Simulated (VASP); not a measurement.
Set up this calculation in VASP 6.6.1, as the native input.

* Task: single point
* Functional: PBE
* Potentials or basis: VASP PAW PBE potentials, release 64 (Si, Mo_sv)
* Cutoff: 520 eV
* k mesh: 8 × 8 × 8
* Occupations: gaussian, width 0.15 eV
* Spin: no spin polarisation
* Dipole correction: no
* Further INCAR settings: ALGO = Fast; EDIFF = 1e-06; NBANDS = 56

The structure of SiMo3 lies in POSCAR:

```
SiMo3
1.0
    4.9064535172      0.0000000000      0.0000000000
    0.0000000000      4.9064535172      0.0000000000
    0.0000000000      0.0000000000      4.9064535172
Si Mo
2 6
Direct
    0.0000000000      0.0000000000      0.0000000000
    0.5000000000      0.5000000000      0.5000000000
    0.2652859901      0.0000000000      0.5000000000
    0.5000000000      0.7347140099      0.0000000000
    0.7347140099      0.0000000000      0.5000000000
    0.5000000000      0.2652859901      0.0000000000
    0.0000000000      0.5000000000      0.7805719802
    0.0000000000      0.5000000000      0.2194280198
```

This cell differs from its parent crystal: mode 17 (280.1 1/cm) frozen in, largest displacement -0.150 Å.

The input as run:

INCAR

```
PREC     = Accurate       # precision mode
ENCUT    = 520            # plane-wave cutoff, eV
EDIFF    = 1E-6           # SCF threshold, eV
ISMEAR   = 0              # smearing method
SIGMA    = 0.15           # smearing width, eV
LREAL    = F              # projectors in reciprocal space
LASPH    = T              # aspherical terms in the spheres
NELM     = 100            # most SCF steps
ALGO     = Fast           # electronic algorithm
ISIF     = 2              # what is computed and relaxed
LWAVE    = F              # write WAVECAR
LCHARG   = F              # write CHGCAR
GGA      = PE             # functional
NBANDS   = 56             # bands
```

KPOINTS

```
Automatic mesh
0
Gamma
  8 8 8
```

Potentials or basis: VASP PAW PBE potentials, release 64 (Si, Mo_sv).

The run is started by

```console
$ cat potpaw_PBE.64/Si/POTCAR potpaw_PBE.64/Mo_sv/POTCAR > POTCAR
$ mpirun -np 1 vasp_std > vasp.out
```

It gave:

```json
{
  "Pressure": "6.7 GPa",
  "Largest force": "5.787 eV/Å",
  "Band gap on the k mesh": "zero (band 46 reaches 13.77 eV, above the bottom of band 47 at 11.63 eV)"
}
```

Caveat: the cell differs from its parent crystal (mode 17 (280.1 1/cm) frozen in, largest displacement -0.150 Å); forces of over 1 eV/Å act on the atoms, so gaps and moduli don't describe the material at rest.

Run time: 6 min on 1 thread of Intel(R) Xeon(R) 6975P-C (Granite Rapids), with other jobs on the host, peak memory 0.62 GiB.
